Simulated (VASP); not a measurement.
Set up this calculation in VASP 6.6.1, as the native input.

```yaml
Task: relaxation of the atoms
Functional: PBE
Potentials_or_basis: VASP PAW PBE potentials, release 64 (Si, C)
Cutoff: 520 eV
k_mesh: 12 × 12 × 6
Occupations: gaussian, width 0.05 eV
Spin: no spin polarisation
Dipole_correction: no
Further_INCAR_settings: ALGO = Normal; EDIFF = 1e-07; IBRION = 2; EDIFFG = -0.01; NSW = 50
```

The structure of SiC lies in POSCAR:

```
SiC
1.0
    3.0072284059      0.0000000000      0.0000000000
   -1.5036142029      2.6043361945      0.0000000000
    0.0000000000      0.0000000000      4.9347318997
Si C
2 2
Direct
    0.3333333333      0.6666666667      0.0045639005
    0.6666666667      0.3333333333      0.5045639005
    0.3333333333      0.6666666667      0.3804360995
    0.6666666667      0.3333333333      0.8804360995
```

This cell differs from its parent crystal: volume 9.662 Å^3 an atom, c/a of the conventional cell 1.6410.

These files were run (other wordings do the same):

INCAR

```
ALGO = Normal
EDIFF = 1E-7
EDIFFG = -0.01
ENCUT = 520
GGA = PE
IBRION = 2
ISIF = 2
ISMEAR = 0
LASPH = True
LCHARG = False
LREAL = False
LWAVE = False
NELM = 100
NSW = 50
PREC = Accurate
SIGMA = 0.05
```

KPOINTS

```
k-points
0
Gamma
  12 12 6
```

Potentials or basis: VASP PAW PBE potentials, release 64 (Si, C).

Run with:

```bash
$ cat potpaw_PBE.64/Si/POTCAR potpaw_PBE.64/C/POTCAR > POTCAR
$ mpirun -np 1 vasp_std > vasp.out
```

It gave:

| Property | Result |
| --- | --- |
| Energy gained by relaxing | 0.0 meV/atom |
| Ionic steps | 3 |
| Pressure after relaxing | 20.9 GPa |
| Band gap on the k mesh | 2.15 eV, indirect (least direct gap 4.10 eV) |

Wall time 80 s on 1 thread of Oxide Virtual Turin-like Processor, with other jobs on the host, peak memory 0.14 GiB.
